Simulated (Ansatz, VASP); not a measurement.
SnSe in VASP and in Ansatz

```xyz
2
Lattice="0.0000 3.1636 3.1636 3.1636 0.0000 3.1636 3.1636 3.1636 0.0000" Properties=species:S:1:pos:R:3 pbc="T T T"
Sn    0.0000    0.0000    0.0000
Se    4.7455    4.7455    4.7455
```

Change from the starting cell: species swapped into the CdTe type (F-43m, No. 216).

Alike in both runs: task relaxation of cell and atoms; functional PBE; k mesh 6 × 6 × 6; occupations gaussian, width 0.1 eV; no spin polarisation.

|  | VASP | Ansatz |
| --- | --- | --- |
| version | VASP 6.6.1 | Ansatz 0.2.0 |
| potentials or method | VASP PAW PBE potentials, release 64 (Sn_d, Se), cutoff 600 eV | scalar-relativistic, plane waves, PAW |
| valence electrons in the cell | 20 | 30 |

Ansatz gave:

- gap on the k mesh at the Fermi level, each at its own relaxed structure (eV): 0.21
- relaxed volume (Å³/atom): 38.92
- relaxed cell length with the largest relative difference (Å): 4.793

Problem. Estimate VASP's values.

Solution. gap on the k mesh at the Fermi level, each at its own relaxed structure (eV): 0.21; relaxed volume (Å³/atom): 38.87; relaxed cell length with the largest relative difference (Å): 4.791.

VASP's potentials hold 20 valence electrons a cell and Ansatz's 30, so a difference there can come from the potentials and not from the codes.

Noted on VASP's run: the volume moved by over 15 % at a fixed basis, so the end points are rough.
